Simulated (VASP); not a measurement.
Write the native input for VASP 6.6.1 that does the following.

| Quantity | Value |
| --- | --- |
| Task | relaxation of cell and atoms |
| Functional | r2SCAN |
| Potentials or basis | VASP PAW PBE potentials, release 64 (Pd) |
| Cutoff | 600 eV |
| k mesh | 14 × 14 × 14 |
| Occupations | fermi-dirac, width 0.1 eV |
| Spin | no spin polarisation |
| Dipole correction | no |
| Further INCAR settings | ALGO = Normal; EDIFF = 1e-06; IBRION = 2; EDIFFG = -0.01; NSW = 80; ISIF = 3 |

Crystal: Pd.

```xyz
1
Lattice="0.0000 1.9449 1.9449 1.9449 0.0000 1.9449 1.9449 1.9449 0.0000" Properties=species:S:1:pos:R:3 pbc="T T T"
Pd    0.0000    0.0000    0.0000
```

The input as run:

POSCAR

```
Pd
1.0
    0.0000000000      1.9449000000      1.9449000000
    1.9449000000      0.0000000000      1.9449000000
    1.9449000000      1.9449000000      0.0000000000
Pd
1
Direct
    0.0000000000      0.0000000000      0.0000000000
```

INCAR.step1

```
ALGO = Normal ; EDIFF = 1E-4
ENCUT = 600 ; GGA = PE
ISMEAR = -1 ; LASPH = True
LCHARG = False ; LREAL = False
LWAVE = True ; NELM = 80
PREC = Accurate ; SIGMA = 0.1
```

INCAR.step2

```
ALGO = Normal ; EDIFF = 1E-6
EDIFFG = -0.01 ; ENCUT = 600
IBRION = 2 ; ISIF = 3
ISMEAR = -1 ; ISTART = 1
LASPH = True ; LCHARG = False
LMIXTAU = True ; LREAL = False
LWAVE = False ; METAGGA = R2SCAN
NELM = 80 ; NSW = 80
PREC = Accurate ; SIGMA = 0.1
```

KPOINTS

```
k-points
0
Gamma
  14 14 14
```

Potentials or basis: VASP PAW PBE potentials, release 64 (Pd).

The run is started by

```console
$ cat potpaw_PBE.64/Pd/POTCAR > POTCAR
$ cp INCAR.step1 INCAR
$ mpirun -np 1 vasp_std > vasp.out
$ cp INCAR.step2 INCAR
$ mpirun -np 1 vasp_std > vasp.out
```

Results of the run:

```yaml
Relaxed_volume: 15.02 Å³/atom
Relaxed_cell: a = 2.769 Å, b = 2.769 Å, c = 2.769 Å, α = 60.00°, β = 60.00°, γ = 60.00°
Space_group_after_relaxing_to_0.05_Å: Fm-3m (No. 225)
Energy_gained_by_relaxing: 3.7 meV/atom
Ionic_steps: 3
Pressure_after_relaxing: 0.1 GPa
Band_gap_on_the_k_mesh: zero (band 5 reaches 9.61 eV, above the bottom of band 6 at 7.97 eV)
```

Caveat: the PAW data sets were made with another functional, which shifts forces and pressure a little.

Wall time 2.8 min on 1 thread of Intel(R) Xeon(R) Platinum 8259CL CPU @ 2.50GHz (Skylake/Cascade Lake), on a shared host, peak memory 0.16 GiB.
